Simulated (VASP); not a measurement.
Na: single point with LDA

The system is Na.

```
Na
1.0
    -2.12663    2.12663    2.12663
     2.12663   -2.12663    2.12663
     2.12663    2.12663   -2.12663
Na
1
Direct
  0.00000 0.00000 0.00000
```

This cell differs from its parent crystal: volume scaled by 0.98.

- Program: VASP 6.6.1
- Task: single point
- Functional: LDA
- Potentials or basis: VASP PAW LDA potentials, release 64 (Na_pv)
- Cutoff: 520 eV
- k mesh: 9 × 9 × 9
- Occupations: fermi-dirac, width 0.05 eV
- Spin: no spin polarisation

| Property | Result |
| --- | --- |
| Pressure | -1.2 GPa |

Levels at points of the mesh, in eV from the Fermi level:
```tsv
k point	band 1	band 2	band 3	band 4	band 5	band 6
(0.00, 0.00, 0.00)	-24.96	-24.96	-24.96	-3.19	11.42	11.42
```

It took 8.3 s on 1 thread of Intel(R) Xeon(R) Platinum 8488C (Sapphire Rapids) (shared host), peak memory 0.13 GiB.
